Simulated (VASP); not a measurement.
# YTl (R-3m) in VASP: a series of runs

YTl is run at these levels: LDA; tasks: electric field gradients.

Program: VASP 6.6.1. These are calculated values, not measurements. Logs are shortened: lines on timing, memory, paths and dates and some standing lists are left out, and cuts for length are marked.

## (1) The cell of the first run

The structure is trigonal, space group R-3m (No. 166). Conventional cell: a = 5.331 Å, b = 5.331 Å, c = 6.432 Å, α = 90.00°, β = 90.00°, γ = 120.00°. Within 4.2 Å of Y (site symmetry -3m) lie 8 Tl at 3.22 to 3.26 Å and 6 Y at 3.75 Å. Within 4.2 Å of Tl (site symmetry -3m) lie 8 Y at 3.22 to 3.26 Å and 6 Tl at 3.75 Å.

## (2) Electric field gradients, LDA (equal xy, yz and zx shear strains of -1 %)

File INCAR:

```
ALGO = Normal ; EDIFF = 1E-8
ENCUT = 520 ; ISIF = 2
ISMEAR = -1 ; LASPH = True
LCHARG = False ; LEFG = True
LREAL = False ; LWAVE = False
NBANDS = 19 ; NELM = 60
PREC = Accurate ; SIGMA = 0.08
```

File KPOINTS:

```
k-points
0
Gamma
  11 11 11
```

File POSCAR:

```
YTl
1.0
    3.7510000000     -0.0187550000     -0.0187550000
   -0.0187550000      3.7510000000     -0.0187550000
   -0.0187550000     -0.0187550000      3.7510000000
Y Tl
1 1
Direct
    0.5000000000      0.5000000000      0.5000000000
    0.0000000000      0.0000000000      0.0000000000
```

Potentials or basis: VASP PAW LDA potentials, release 64 (Y_sv, Tl_d).

On the command line:

```console
$ cat potpaw_LDA.64/Y_sv/POTCAR potpaw_LDA.64/Tl_d/POTCAR > POTCAR
$ mpirun -np 1 vasp_std > vasp.out
```

OUTCAR:

```text
EDIFF = 1E-8
   ENCUT = 520
   ISIF = 2
   ISMEAR = -1
   LASPH = True
   LREAL = False
   NELM = 60
   PREC = Accurate

 ion  position               nearest neighbor table
   1  0.500  0.500  0.500-   2 3.22   2 3.22   2 3.26   2 3.26   2 3.26   2 3.26   2 3.26   2 3.26

   2  0.000  0.000  0.000-   1 3.22   1 3.22   1 3.26   1 3.26   1 3.26   1 3.26   1 3.26   1 3.26

  LATTYP: Found a trigonal (rhomboedric) cell.
 ALAT       =     3.7510937738
 COS(alpha) =    -0.0099745013

  Lattice vectors:

 A1 = (   3.7510000000,  -0.0187550000,  -0.0187550000)
 A2 = (  -0.0187550000,   3.7510000000,  -0.0187550000)
 A3 = (  -0.0187550000,  -0.0187550000,   3.7510000000)

Analysis of symmetry for initial positions (statically):
=====================================================================
 Subroutine PRICEL returns:
 Original cell was already a primitive cell.

 Routine SETGRP: Setting up the symmetry group for a
 trigonal (rhombohedral) supercell.

 Subroutine GETGRP returns: Found 12 space group operations
 (whereof 12 operations were pure point group operations)
 out of a pool of 12 trial point group operations.

The static configuration has the point symmetry D_3d.

Analysis of symmetry for dynamics (positions and initial velocities):
=====================================================================
 Subroutine PRICEL returns:
 Original cell was already a primitive cell.

 Routine SETGRP: Setting up the symmetry group for a
 trigonal (rhombohedral) supercell.

 Subroutine GETGRP returns: Found 12 space group operations
 (whereof 12 operations were pure point group operations)
 out of a pool of 12 trial point group operations.

The dynamic configuration has the point symmetry D_3d.

 Subroutine INISYM returns: Found 12 space group operations
 (whereof 12 operations are pure point group operations),
 and found     1 'primitive' translations

----------------------------------------------------------------------------------------

                                     Primitive cell

  volume of cell :      52.7726

  direct lattice vectors                    reciprocal lattice vectors
     3.751000000 -0.018755000 -0.018755000     0.266608972  0.001339744  0.001339744
    -0.018755000  3.751000000 -0.018755000     0.001339744  0.266608972  0.001339744
    -0.018755000 -0.018755000  3.751000000     0.001339744  0.001339744  0.266608972

  length of vectors
     3.751093774  3.751093774  3.751093774     0.266615704  0.266615704  0.266615704

  position of ions in fractional coordinates (direct lattice)
     0.500000000  0.500000000  0.500000000
     0.000000000  0.000000000  0.000000000

  ion indices of the primitive-cell ions
   primitive index   ion index
                 1           1
                 2           2

----------------------------------------------------------------------------------------

 KPOINTS: k-points

Automatic generation of k-mesh.
 Grid dimensions read from file:
 generate k-points for:   11   11   11

 Generating k-lattice:

  Cartesian coordinates                     Fractional coordinates (reciprocal lattice)
     0.024237179  0.000121795  0.000121795     0.090909091  0.000000000  0.000000000
     0.000121795  0.024237179  0.000121795     0.000000000  0.090909091  0.000000000
     0.000121795  0.000121795  0.024237179     0.000000000  0.000000000  0.090909091

  Length of vectors
     0.024237791  0.024237791  0.024237791

  Shift w.r.t. Gamma in fractional coordinates (k-lattice)
     0.000000000  0.000000000  0.000000000

 Subroutine IBZKPT returns following result:
 ===========================================

 Found    146 irreducible k-points:

 Following reciprocal coordinates:
            Coordinates               Weight
  0.000000  0.000000  0.000000      1.000000
  0.090909  0.000000  0.000000      6.000000
  0.181818  0.000000  0.000000      6.000000
  0.272727  0.000000  0.000000      6.000000
  0.363636  0.000000  0.000000      6.000000
  0.454545  0.000000  0.000000      6.000000
[... 16 lines left out ...]
 -0.272727  0.181818  0.000000     12.000000
 -0.181818  0.181818  0.000000      6.000000
 [... further k-points ...]
   k-points           NKPTS =    146   k-points in BZ     NKDIM =    146   number of bands    NBANDS=     19
   number of dos      NEDOS =    301   number of ions     NIONS =      2
   total plane-waves  NPLWV =  21952
   dimension x,y,z NGX =    28 NGY =   28 NGZ =   28
   dimension x,y,z NGXF=    56 NGYF=   56 NGZF=   56
   ions per type =               1   1
   NGX,Y,Z   is equivalent  to a cutoff of  12.41, 12.41, 12.41 a.u.
   NGXF,Y,Z  is equivalent  to a cutoff of  24.82, 24.82, 24.82 a.u.
 SYSTEM =  unknown system
   PREC   = accura    normal or accurate (medium, high low for compatibility)
   ISTART =      0    job   : 0-new  1-cont  2-samecut
   ICHARG =      2    charge: 1-file 2-atom 10-const
   ISPIN  =      1    spin polarized calculation?
   LNONCOLLINEAR =      F non collinear calculations
   LSORBIT =      F    spin-orbit coupling
   LASPH  =      T    aspherical Exc in radial PAW
   ENCUT  =  520.0 eV  38.22 Ry    6.18 a.u.   6.97  6.97  6.97*2*pi/ulx,y,z
   NELM   =     60;   NELMIN=  2; NELMDL= -5     # of ELM steps
   EDIFF  = 0.1E-07   stopping-criterion for ELM
   LREAL  =      F    real-space projection
   EDIFFG = 0.1E-06   stopping-criterion for IOM
   NSW    =      0    number of steps for IOM
   IBRION =     -1    ionic relax: 0-MD 1-quasi-New 2-CG
   NFREE  =      0    steps in history (QN), initial steepest desc. (CG)
   ISIF   =      2    stress and relaxation
   ISYM   =      2    0-nonsym 1-usesym 2-fastsym
   POTIM  = 0.5000    time-step for ionic-motion
   TEBEG  =    0.0;   TEEND  =   0.0 temperature during run
   PSTRESS=    0.0 pullay stress
   NELECT =      24.0000    total number of electrons
   NUPDOWN=      -1.0000    fix difference up-down
   EMIN   =  10.00;   EMAX   =-10.00  energy-range for DOS
   EFERMI =   0.00;   METHOD = LEGACY
   ISMEAR =    -1;   SIGMA  =   0.08  broadening in eV -4-tet -1-fermi 0-gaus
   EFERMI_NEDOS =   21; number of points for ismear=-14 and -15
   IALGO  =     38    algorithm
   IMIX   =      4    mixing-type and parameters
     AMIX     =   0.40;   BMIX     =  1.00
     AMIX_MAG =   1.60;   BMIX_MAG =  1.00
  volume/ion in A,a.u.               =      26.39       178.06
  Fermi-wavevector in a.u.,A,eV,Ry     =   1.258952  2.379074 21.564682  1.584959
  Thomas-Fermi vector in A             =   2.392536
   LORBIT       =      0    0 simple, 1 ext, 2 COOP (PROOUT), +10 PAW based schemes
   GGA     = CA    functional components
   LHFCALC =     F    Hartree Fock is set to
   AEXX    =    0.0000 exact exchange contribution
   IVDW    =     0    specifies the selected vdW correction
   LEPSILON=     F    determine dielectric tensor
   LRPA    =     F    only Hartree local field effects (RPA)
 non-spin polarized calculation
  energy-cutoff  :      520.00
  volume of cell :       52.77
 maximum number of plane-waves:      1439
   NGX = 13   NGY = 13   NGZ = 13

 number of electron      24.0000010 magnetization

 Free energy of the ion-electron system (eV)
  ---------------------------------------------------
  ext. energy  EPLUGINS =         0.00000000
  ---------------------------------------------------
  free energy    TOTEN  =       -10.89020090 eV

  energy without entropy =      -10.86184986  energy(sigma->0) =      -10.87602538

 E-fermi :   5.9203     XC(G=0): -10.7385

 val. band max:        5.9177223600   @ k =  -0.3636   0.0909  -0.0000
 cond. band min:       5.9400239467   @ k =  -0.3636   0.0909   0.0909
 fundamental gap:      0.0223015867
 Fermi energy:         5.9202971651

 k-point     1 :       0.0000    0.0000    0.0000
  band No.  band energies     occupation
      1     -36.8948      2.00000
      2     -16.9398      2.00000
      3     -16.9325      2.00000
      4     -16.9325      2.00000
      5      -5.8067      2.00000
      6      -5.8067      2.00000
[... 11 lines left out ...]
     18       9.3917      0.00000
     19      11.4444      0.00000

 k-point     2 :       0.0909    0.0000    0.0000
  band No.  band energies     occupation
      1     -36.8937      2.00000
      2     -16.9545      2.00000
      3     -16.9356      2.00000
      4     -16.9313      2.00000
      5      -5.8032      2.00000
      6      -5.7840      2.00000
[... 11 lines left out ...]
     18      10.1386      0.00000
     19      12.1451      0.00000

 k-point     3 :       0.1818    0.0000    0.0000
  band No.  band energies     occupation
      1     -36.8908      2.00000
      2     -17.0042      2.00000
      3     -16.9330      2.00000
      4     -16.9281      2.00000
      5      -5.7940      2.00000
      6      -5.7238      2.00000
[... 11 lines left out ...]
     18      11.1390      0.00000
     19      13.1831      0.00000

 k-point     4 :       0.2727    0.0000    0.0000
  band No.  band energies     occupation
      1     -36.8871      2.00000
      2     -17.0690      2.00000
      3     -16.9290      2.00000
      4     -16.9238      2.00000
      5      -5.7818      2.00000
      6      -5.6461      2.00000
[... 11 lines left out ...]
     18      12.2192      0.00000
     19      13.7768      0.00000

 k-point     5 :       0.3636    0.0000    0.0000
  band No.  band energies     occupation
      1     -36.8836      2.00000
      2     -17.1276      2.00000
      3     -16.9253      2.00000
      4     -16.9199      2.00000
      5      -5.7705      2.00000
      6      -5.6136      2.00000
[... 11 lines left out ...]
     18      13.3614      0.00000
     19      13.8341      0.00000
[... 334 lines left out ...]
      2     -17.1495      2.00000
      3     -16.9809      2.00000
      4     -16.9131      2.00000
      5      -5.7192      2.00000
      6      -5.6788      2.00000
[... 11 lines left out ...]
     18      12.9625      0.00000
     19      13.8570      0.00000

 k-point    22 :      -0.3636    0.1818   -0.0000
  band No.  band energies     occupation
      1     -36.8799      2.00000
      2     -17.1161      2.00000
      3     -16.9842      2.00000
      4     -16.9157      2.00000
      5      -5.7251      2.00000
      6      -5.6661      2.00000
[... 11 lines left out ...]
     18      13.3127      0.00000
     19      13.6459      0.00000

 k-point    23 :      -0.2727    0.1818    0.0000
  band No.  band energies     occupation
      1     -36.8833      2.00000
      2     -17.0596      2.00000
      3     -16.9900      2.00000
      4     -16.9202      2.00000
      5      -5.7358      2.00000
      6      -5.6433      2.00000
[... 11 lines left out ...]
     18      12.6208      0.00000
     19      14.2988      0.00000

 k-point    24 :      -0.1818    0.1818    0.0000
  band No.  band energies     occupation
      1     -36.8870      2.00000
      2     -17.0009      2.00000
      3     -16.9929      2.00000
      4     -16.9252      2.00000
      5      -5.7525      2.00000
      6      -5.6737      2.00000
[... 11 lines left out ...]
     18      11.9425      0.00000
     19      14.6555      0.00000

 [... further k-points ...]
[... 5 lines left out ...]
  --------------------------------------------------------------------------------------
  -------------------------------------------------------------------------------------
  Total       -0.9567654     -0.9567654     -0.9567654      0.1198582      0.1198582      0.1198582
  in kB      -29.0474182    -29.0474182    -29.0474182      3.6388987      3.6388987      3.6388987
  external PRESSURE =     -29.0474182 kB  Pullay stress =       0.0000000 kB

 VOLUME and BASIS-vectors are now :
 -----------------------------------------------------------------------------
  energy-cutoff  :      520.00
  volume of cell :       52.77
      direct lattice vectors                 reciprocal lattice vectors
     3.751000000 -0.018755000 -0.018755000     0.266608972  0.001339744  0.001339744
    -0.018755000  3.751000000 -0.018755000     0.001339744  0.266608972  0.001339744
    -0.018755000 -0.018755000  3.751000000     0.001339744  0.001339744  0.266608972

 POSITION                                       TOTAL-FORCE (eV/Angst)
 -----------------------------------------------------------------------------------
      1.85674      1.85674      1.85674        -0.000000      0.000000      0.000000
      0.00000      0.00000      0.00000         0.000000     -0.000000      0.000000
 -----------------------------------------------------------------------------------
    total drift:                               -0.000000      0.000000      0.000000

  FREE ENERGIE OF THE ION-ELECTRON SYSTEM (eV)
  ---------------------------------------------------
  free  energy   TOTEN  =       -10.8902009033 eV

  energy  without entropy=      -10.8618498584  energy(sigma->0) =      -10.87602538

 Electric field gradients (V/A^2)
---------------------------------------------------------------------
 ion       V_xx      V_yy      V_zz      V_xy      V_xz      V_yz
---------------------------------------------------------------------
   1      -0.000    -0.000     0.000    -2.257    -2.257    -2.257
   2      -0.000    -0.000     0.000    -8.973    -8.973    -8.973
---------------------------------------------------------------------

 Electric field gradients after diagonalization (V/A^2)
 (convention: |V_zz| > |V_xx| > |V_yy|)
----------------------------------------------------------------------
 ion       V_xx      V_yy      V_zz     asymmetry (V_yy - V_xx)/ V_zz
----------------------------------------------------------------------
   1       2.257     2.257    -4.514       0.000
   2       8.973     8.973   -17.945       0.000
----------------------------------------------------------------------

           NMR quadrupolar parameters

 Cq : quadrupolar parameter    Cq=e*Q*V_zz/h
 eta: asymmetry parameters     (V_yy - V_xx)/ V_zz
 Q  : nuclear electric quadrupole moment in mb (millibarn)
----------------------------------------------------------------------
 ion       Cq(MHz)       eta       Q (mb)
----------------------------------------------------------------------
   1      -0.011       0.000       1.000
   2      -0.043       0.000       1.000
----------------------------------------------------------------------
```

It took 82 s on 1 thread of Intel Xeon Platinum 8259CL at 2.50GHz (Skylake/Cascade Lake), shared host; peak memory 0.28 GiB.

What came out:

```
Free energy            : -10.8902 eV
Pressure               : -2.9 GPa
Band gap on the k mesh : zero (band 12 reaches 6.07 eV, above the bottom of band 13 at 3.82 eV)
```

Electric field gradients, principal values (V/Å²):
| atom | least | middle | greatest (by size) |
| --- | --- | --- | --- |
| 1 Y | 2.257 | 2.257 | -4.514 |
| 2 Tl | 8.973 | 8.973 | -17.945 |

Caveat: the cell differs from its parent crystal (equal xy, yz and zx shear strains of -1 %); without QUAD_EFG the Cq values of the log hold for a quadrupole moment of 1 mb, not for the nuclei; spin-orbit coupling is left out, which moves the levels of the heavy elements.

(Part 1 of 3 ends here.)
